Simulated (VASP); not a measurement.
# SiC (F-43m) in VASP: further runs

Runs on SiC. Level: r2SCAN. Tasks: single point.

Program: VASP 6.6.1. These are calculated values, not measurements. Logs are shortened: lines on timing, memory, paths and dates and some standing lists are left out, and cuts for length are marked.

**The experiment to reproduce.**

From “Insight into the structural, elastic and electronic properties of a new orthorhombic 6O-SiC polytype”, 2020, pmc:7200658, for a bulk crystal of SiC: band gap 2.4 eV (indirect).

How close the calculation comes is told below.

**1. The cell of the first run**

It takes space group F-43m (No. 216, cubic). The conventional cell has a = 4.357 Å, b = 4.357 Å, c = 4.357 Å, α = 90.00°, β = 90.00°, γ = 90.00°. Within 2.5 Å of Si (site symmetry -43m) lie 4 C at 1.89 Å. Within 2.5 Å of C (site symmetry -43m) lie 4 Si at 1.89 Å.

**2. Single point, r2SCAN**

The input, POSCAR:

```
SiC
1.0
    0.0000000000      2.1783189258      2.1783189258
    2.1783189258      0.0000000000      2.1783189258
    2.1783189258      2.1783189258      0.0000000000
Si C
1 1
Direct
    0.0000000000      0.0000000000      0.0000000000
    0.2500000000      0.2500000000      0.2500000000
```

The input, INCAR.step1:

```
ALGO     = Normal         # electronic algorithm
EDIFF    = 1E-4           # SCF threshold, eV
ENCUT    = 520            # plane-wave cutoff, eV
GGA      = PE             # functional
ISMEAR   = -1             # smearing method
LASPH    = True           # aspherical terms in the spheres
LCHARG   = False          # write CHGCAR
LREAL    = False          # projectors in reciprocal space
LWAVE    = True           # write WAVECAR
NBANDS   = 11             # bands
NELM     = 100            # most SCF steps
PREC     = Accurate       # precision mode
SIGMA    = 0.02           # smearing width, eV
```

The input, INCAR.step2:

```
ALGO     = Normal         # electronic algorithm
EDIFF    = 1E-7           # SCF threshold, eV
ENCUT    = 520            # plane-wave cutoff, eV
ISIF     = 2              # what is computed and relaxed
ISMEAR   = -1             # smearing method
ISTART   = 1            
LASPH    = True           # aspherical terms in the spheres
LCHARG   = False          # write CHGCAR
LMIXTAU  = True         
LREAL    = False          # projectors in reciprocal space
LWAVE    = False          # write WAVECAR
METAGGA  = R2SCAN         # meta-GGA
NBANDS   = 11             # bands
NELM     = 100            # most SCF steps
PREC     = Accurate       # precision mode
SIGMA    = 0.02           # smearing width, eV
```

The input, KPOINTS:

```
k-points
0
Gamma
  10 10 10
```

Potentials or basis: VASP PAW PBE potentials, release 64 (Si, C).

Started as:

```sh
$ cat potpaw_PBE.64/Si/POTCAR potpaw_PBE.64/C/POTCAR > POTCAR
$ cp INCAR.step1 INCAR
$ mpirun -np 1 vasp_std > vasp.out
$ cp INCAR.step2 INCAR
$ mpirun -np 1 vasp_std > vasp.out
```

OUTCAR:

```text
EDIFF = 1E-7
   ENCUT = 520
   ISIF = 2
   ISMEAR = -1
   ISTART = 1
   LASPH = True
   LREAL = False
   METAGGA = R2SCAN
   NELM = 100
   PREC = Accurate

 ion  position               nearest neighbor table
   1  0.000  0.000  0.000-   2 1.89   2 1.89   2 1.89   2 1.89
   2  0.250  0.250  0.250-   1 1.89   1 1.89   1 1.89   1 1.89

  LATTYP: Found a face centered cubic cell.
 ALAT       =     4.3566378516

  Lattice vectors:

 A1 = (   0.0000000000,   2.1783189258,   2.1783189258)
 A2 = (   2.1783189258,   0.0000000000,   2.1783189258)
 A3 = (   2.1783189258,   2.1783189258,   0.0000000000)

Analysis of symmetry for initial positions (statically):
=====================================================================
 Subroutine PRICEL returns:
 Original cell was already a primitive cell.

 Routine SETGRP: Setting up the symmetry group for a
 face centered cubic supercell.

 Subroutine GETGRP returns: Found 24 space group operations
 (whereof 24 operations were pure point group operations)
 out of a pool of 48 trial point group operations.

The static configuration has the point symmetry T_d .

Analysis of symmetry for dynamics (positions and initial velocities):
=====================================================================
 Subroutine PRICEL returns:
 Original cell was already a primitive cell.

 Routine SETGRP: Setting up the symmetry group for a
 face centered cubic supercell.

 Subroutine GETGRP returns: Found 24 space group operations
 (whereof 24 operations were pure point group operations)
 out of a pool of 48 trial point group operations.

The dynamic configuration has the point symmetry T_d .

 Subroutine INISYM returns: Found 24 space group operations
 (whereof 24 operations are pure point group operations),
 and found     1 'primitive' translations

----------------------------------------------------------------------------------------

                                     Primitive cell

  volume of cell :      20.6726

  direct lattice vectors                    reciprocal lattice vectors
     0.000000000  2.178318926  2.178318926    -0.229534800  0.229534800  0.229534800
     2.178318926  0.000000000  2.178318926     0.229534800 -0.229534800  0.229534800
     2.178318926  2.178318926  0.000000000     0.229534800  0.229534800 -0.229534800

  length of vectors
     3.080608168  3.080608168  3.080608168     0.397565937  0.397565937  0.397565937

  position of ions in fractional coordinates (direct lattice)
     0.000000000  0.000000000  0.000000000
     0.250000000  0.250000000  0.250000000

  ion indices of the primitive-cell ions
   primitive index   ion index
                 1           1
                 2           2

----------------------------------------------------------------------------------------

 KPOINTS: k-points

Automatic generation of k-mesh.
 Grid dimensions read from file:
 generate k-points for:   10   10   10

 Generating k-lattice:

  Cartesian coordinates                     Fractional coordinates (reciprocal lattice)
    -0.022953480  0.022953480  0.022953480     0.100000000  0.000000000  0.000000000
     0.022953480 -0.022953480  0.022953480     0.000000000  0.100000000  0.000000000
     0.022953480  0.022953480 -0.022953480     0.000000000  0.000000000  0.100000000

  Length of vectors
     0.039756594  0.039756594  0.039756594

  Shift w.r.t. Gamma in fractional coordinates (k-lattice)
     0.000000000  0.000000000  0.000000000

 Subroutine IBZKPT returns following result:
 ===========================================

 Found     47 irreducible k-points:

 Following reciprocal coordinates:
            Coordinates               Weight
  0.000000  0.000000  0.000000      1.000000
  0.100000  0.000000  0.000000      8.000000
  0.200000  0.000000  0.000000      8.000000
  0.300000  0.000000  0.000000      8.000000
  0.400000  0.000000  0.000000      8.000000
  0.500000  0.000000  0.000000      4.000000
[... 16 lines left out ...]
  0.300000  0.300000  0.000000      6.000000
  0.400000  0.300000  0.000000     24.000000
 [... further k-points ...]
   k-points           NKPTS =     47   k-points in BZ     NKDIM =     47   number of bands    NBANDS=     11
   number of dos      NEDOS =    301   number of ions     NIONS =      2
   total plane-waves  NPLWV =  13824
   dimension x,y,z NGX =    24 NGY =   24 NGZ =   24
   dimension x,y,z NGXF=    48 NGYF=   48 NGZF=   48
   ions per type =               1   1
   NGX,Y,Z   is equivalent  to a cutoff of  12.95, 12.95, 12.95 a.u.
   NGXF,Y,Z  is equivalent  to a cutoff of  25.90, 25.90, 25.90 a.u.
 SYSTEM =  unknown system
   PREC   = accura    normal or accurate (medium, high low for compatibility)
   ISTART =      1    job   : 0-new  1-cont  2-samecut
   ICHARG =      0    charge: 1-file 2-atom 10-const
   ISPIN  =      1    spin polarized calculation?
   LNONCOLLINEAR =      F non collinear calculations
   LSORBIT =      F    spin-orbit coupling
   LASPH  =      T    aspherical Exc in radial PAW
   ENCUT  =  520.0 eV  38.22 Ry    6.18 a.u.   5.73  5.73  5.73*2*pi/ulx,y,z
   NELM   =    100;   NELMIN=  2; NELMDL=  0     # of ELM steps
   EDIFF  = 0.1E-06   stopping-criterion for ELM
   LREAL  =      F    real-space projection
   EDIFFG = 0.1E-05   stopping-criterion for IOM
   NSW    =      0    number of steps for IOM
   IBRION =     -1    ionic relax: 0-MD 1-quasi-New 2-CG
   NFREE  =      0    steps in history (QN), initial steepest desc. (CG)
   ISIF   =      2    stress and relaxation
   ISYM   =      2    0-nonsym 1-usesym 2-fastsym
   POTIM  = 0.5000    time-step for ionic-motion
   TEBEG  =    0.0;   TEEND  =   0.0 temperature during run
   PSTRESS=    0.0 pullay stress
   NELECT =       8.0000    total number of electrons
   NUPDOWN=      -1.0000    fix difference up-down
   EMIN   =  10.00;   EMAX   =-10.00  energy-range for DOS
   EFERMI =   0.00;   METHOD = LEGACY
   ISMEAR =    -1;   SIGMA  =   0.02  broadening in eV -4-tet -1-fermi 0-gaus
   EFERMI_NEDOS =   21; number of points for ismear=-14 and -15
   IALGO  =     38    algorithm
   IMIX   =      4    mixing-type and parameters
     AMIX     =   0.40;   BMIX     =  1.00
     AMIX_MAG =   1.60;   BMIX_MAG =  1.00
  volume/ion in A,a.u.               =      10.34        69.75
  Fermi-wavevector in a.u.,A,eV,Ry     =   1.192999  2.254441 19.364441  1.423246
  Thomas-Fermi vector in A             =   2.329024
   LORBIT       =      0    0 simple, 1 ext, 2 COOP (PROOUT), +10 PAW based schemes
   METAGGA = R2SCAN    functional components
   LHFCALC =     F    Hartree Fock is set to
   AEXX    =    0.0000 exact exchange contribution
   IVDW    =     0    specifies the selected vdW correction
   LEPSILON=     F    determine dielectric tensor
   LRPA    =     F    only Hartree local field effects (RPA)
 non-spin polarized calculation
  energy-cutoff  :      520.00
  volume of cell :       20.67
 maximum number of plane-waves:       568
   NGX = 11   NGY = 11   NGZ = 11

 number of electron       8.0000001 magnetization

 Free energy of the ion-electron system (eV)
  ---------------------------------------------------
  ext. energy  EPLUGINS =         0.00000000
  ---------------------------------------------------
  free energy    TOTEN  =       -19.32695288 eV

  energy without entropy =      -19.32695288  energy(sigma->0) =      -19.32695288

 E-fermi :   8.3591     XC(G=0): -11.9386

 val. band max:        7.9927699937   @ k =   0.0000   0.0000   0.0000
 cond. band min:       9.7171806195   @ k =   0.5000   0.5000   0.0000
 fundamental gap:      1.7244106258
 Fermi energy:         8.3591093679

 k-point     1 :       0.0000    0.0000    0.0000
  band No.  band energies     occupation
      1      -8.1943      2.00000
      2       7.9928      2.00000
      3       7.9928      2.00000
      4       7.9928      2.00000
      5      14.8386      0.00000
      6      15.8485      0.00000
      7      15.8485      0.00000
      8      15.8485      0.00000
      9      23.2070      0.00000
     10      23.2070      0.00000
     11      25.7719      0.00000

 k-point     2 :       0.1000    0.0000    0.0000
  band No.  band energies     occupation
      1      -7.9917      2.00000
      2       6.9439      2.00000
      3       7.8529      2.00000
      4       7.8529      2.00000
      5      15.0902      0.00000
      6      16.1075      0.00000
      7      16.1075      0.00000
      8      16.1941      0.00000
      9      22.2704      0.00000
     10      22.2704      0.00000
     11      25.3925      0.00000

 k-point     3 :       0.2000    0.0000    0.0000
  band No.  band energies     occupation
      1      -7.3941      2.00000
      2       4.7339      2.00000
      3       7.5309      2.00000
      4       7.5309      2.00000
      5      14.7789      0.00000
      6      16.4877      0.00000
      7      16.4877      0.00000
      8      17.5416      0.00000
      9      21.6067      0.00000
     10      21.6067      0.00000
     11      24.4430      0.00000

 k-point     4 :       0.3000    0.0000    0.0000
  band No.  band energies     occupation
      1      -6.4424      2.00000
      2       2.3283      2.00000
      3       7.1981      2.00000
      4       7.1981      2.00000
      5      14.3633      0.00000
      6      16.3317      0.00000
      7      16.3317      0.00000
      8      18.6175      0.00000
      9      22.5110      0.00000
     10      22.5110      0.00000
     11      24.1909      0.00000
[... 239 lines left out ...]
 k-point    22 :      -0.2000    0.2000    0.0000
  band No.  band energies     occupation
      1      -6.1225      2.00000
      2       2.9757      2.00000
      3       4.6676      2.00000
      4       7.3119      2.00000
      5      15.1487      0.00000
      6      16.6721      0.00000
      7      16.9870      0.00000
      8      17.9032      0.00000
      9      20.1882      0.00000
     10      24.4932      0.00000
     11      28.2537      0.00000

 k-point    23 :       0.3000    0.3000    0.0000
  band No.  band energies     occupation
      1      -5.8460      2.00000
      2       3.4241      2.00000
      3       5.5211      2.00000
      4       5.5211      2.00000
      5      11.6114      0.00000
      6      14.1424      0.00000
      7      20.3889      0.00000
      8      20.3889      0.00000
      9      21.3661      0.00000
     10      25.9626      0.00000
     11      30.9174      0.00000

 k-point    24 :       0.4000    0.3000    0.0000
  band No.  band energies     occupation
      1      -4.9577      2.00000
      2       2.1559      2.00000
      3       4.7194      2.00000
      4       5.2454      2.00000
      5      11.2906      0.00000
      6      14.1579      0.00000
      7      20.5015      0.00000
      8      20.8049      0.00000
      9      22.8474      0.00000
     10      27.0870      0.00000
     11      30.5027      0.00000

 [... further k-points ...]

------------------------ aborting loop because EDIFF is reached ----------------------------------------

  FORCE on cell =-STRESS in cart. coord.  units (eV):
  Direction    XX          YY          ZZ          XY          YZ          ZX
  --------------------------------------------------------------------------------------
  -------------------------------------------------------------------------------------
  Total       -0.0297695     -0.0297695     -0.0297695      0.0000000      0.0000000     -0.0000000
  in kB       -2.3072123     -2.3072123     -2.3072123      0.0000000      0.0000000     -0.0000000
  external PRESSURE =      -2.3072123 kB  Pullay stress =       0.0000000 kB

 VOLUME and BASIS-vectors are now :
 -----------------------------------------------------------------------------
  energy-cutoff  :      520.00
  volume of cell :       20.67
      direct lattice vectors                 reciprocal lattice vectors
     0.000000000  2.178318926  2.178318926    -0.229534800  0.229534800  0.229534800
     2.178318926  0.000000000  2.178318926     0.229534800 -0.229534800  0.229534800
     2.178318926  2.178318926  0.000000000     0.229534800  0.229534800 -0.229534800

 POSITION                                       TOTAL-FORCE (eV/Angst)
 -----------------------------------------------------------------------------------
      0.00000      0.00000      0.00000         0.000000      0.000000      0.000000
      1.08916      1.08916      1.08916        -0.000000     -0.000000     -0.000000
 -----------------------------------------------------------------------------------
    total drift:                               -0.000001     -0.000001     -0.000001

  FREE ENERGIE OF THE ION-ELECTRON SYSTEM (eV)
  ---------------------------------------------------
  free  energy   TOTEN  =       -19.3269528791 eV

  energy  without entropy=      -19.3269528790  energy(sigma->0) =      -19.32695288
```

Run time: 24 s. Hardware: 1 thread of Intel Xeon Platinum 8559C (Emerald Rapids), shared host; peak memory 0.14 GiB.

Results:

```
Free energy            : -19.3270 eV
Pressure               : -0.2 GPa
Band gap on the k mesh : 1.72 eV (least direct gap 5.06 eV)
```

Caveat: the PAW data sets were made with another functional, which shifts forces and pressure a little.

**3. Single point, r2SCAN**

This run uses another cell than the first one, of 9.72 Å³/atom.

The input, POSCAR:

```
SiC
1.0
    0.0000000000      2.1338509600      2.1338509600
    2.1338509600      0.0000000000      2.1338509600
    2.1338509600      2.1338509600      0.0000000000
Si C
1 1
Direct
    0.0000000000      0.0000000000      0.0000000000
    0.2500000000      0.2500000000      0.2500000000
```

The input, INCAR.step1:

```
PREC = Accurate
ENCUT = 520
ISMEAR = -1
SIGMA = 0.02
LREAL = False
LASPH = True
NELM = 100
NBANDS = 11
GGA = PE
ALGO = Normal
EDIFF = 1E-4
LWAVE = True
LCHARG = False
```

The input, INCAR.step2:

```
PREC = Accurate
ENCUT = 520
EDIFF = 1E-7
ISMEAR = -1
SIGMA = 0.02
LREAL = False
LASPH = True
NELM = 100
ALGO = Normal
ISIF = 2
LWAVE = False
LCHARG = False
METAGGA = R2SCAN
LMIXTAU = True
NBANDS = 11
ISTART = 1
```

The input, KPOINTS:

```
Automatic mesh
0
Gamma
  12 12 12
```

Potentials or basis: VASP PAW PBE potentials, release 64 (Si, C).

Started as:

```sh
$ cat potpaw_PBE.64/Si/POTCAR potpaw_PBE.64/C/POTCAR > POTCAR
$ cp INCAR.step1 INCAR
$ mpirun -np 1 vasp_std > vasp.out
$ cp INCAR.step2 INCAR
$ mpirun -np 1 vasp_std > vasp.out
```

It took 33 s on 1 thread of Intel Xeon Platinum 8559C (Emerald Rapids), shared host; peak memory 0.14 GiB.

It converged, with:

| Item | Value |
| --- | --- |
| Free energy | -19.2704 eV |
| Pressure | 15.5 GPa |
| Band gap on the k mesh | 1.68 eV (least direct gap 5.14 eV) |

Levels at points of the mesh, in eV from the valence-band top:
```tsv
k point	band 2	band 3	band 4	band 5	band 6	band 7
(0.00, 0.00, 0.00)	0.00	0.00	0.00	7.63	8.33	8.33
(0.50, 0.00, 0.00)	-9.17	-1.12	-1.12	6.61	8.03	8.03
(0.50, 0.50, 0.00)	-8.26	-3.45	-3.45	1.68	5.08	15.92
```

Caveat: the cell stands under pressure; the PAW data sets were made with another functional, which shifts forces and pressure a little. A k mesh can miss the band edges.

(Continued in part 2 of 3.)
